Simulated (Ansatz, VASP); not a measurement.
Cs: VASP beside Ansatz

File INCAR:

```
SYSTEM = Cs
PREC = Accurate ; ENCUT = 520
EDIFF = 1E-7 ; ISMEAR = -1
SIGMA = 0.1 ; LREAL = .FALSE.
LASPH = .TRUE. ; NELM = 100
ALGO = Normal ; ISIF = 2
LWAVE = .FALSE. ; LCHARG = .TRUE.
GGA = CA ; LELF = .TRUE.
LVHAR = .TRUE. ; NBANDS = 10
```

KPOINTS

```
Automatic mesh
0
G
  2 2 2
  0 0 0
```

The input POSCAR:

```
Cs
1.0
   -2.8840810378      2.8840810378      2.8840810378
    2.8840810378     -2.8840810378      2.8840810378
    2.8840810378      2.8840810378     -2.8840810378
Cs
1
Direct
    0.0000000000      0.0000000000      0.0000000000
```

Input for Ansatz:

```yaml
crystal:
  lattice:
    - [-2.8840810378, 2.8840810378, 2.8840810378]
    - [2.8840810378, -2.8840810378, 2.8840810378]
    - [2.8840810378, 2.8840810378, -2.8840810378]
  atoms:
    - { symbol: Cs, position: [0.0, 0.0, 0.0] }
hamiltonian:
  xc: lda
  pseudopotentials:
    kind: paw
    azcp:
      Cs: "pseudopotentials/Cs.paw.azcp"
basis:
  ecutwfc: 420
  fft_grid_basis: typed
kpoints:
  mp_grid: { grid: [2, 2, 2], shift: [0, 0, 0] }
magnetization:
  spin_polarized: false
scf:
  occupations: { method: fermi_dirac, width: 0.1 }
  lower_state_search: "off"
output:
  stress: true
```

Alike in both runs: task single point; functional LDA; k mesh 2 × 2 × 2; occupations fermi-dirac, width 0.1 eV; no spin polarisation.

|  | VASP | Ansatz |
| --- | --- | --- |
| version | VASP 6.6.1 | Ansatz 0.2.0 |
| potentials or method | VASP PAW LDA potentials, release 64 (Cs_sv), cutoff 520 eV | plane waves (420 eV) with PAW, scalar-relativistic |
| valence electrons in the cell | 9 | 9 |

|  | VASP | Ansatz | Ansatz less VASP |
| --- | --- | --- | --- |
| pressure (GPa) | -0.9 | -0.9 | +0.02 |

Ansatz warns that its potentials were made for another functional, while VASP's fit it. LDA's correlation is that of Perdew and Zunger in VASP and of Perdew and Wang (1992) in Ansatz.

The k mesh is coarse, so the values compare programs but aren't converged. Spin-orbit coupling is off throughout.
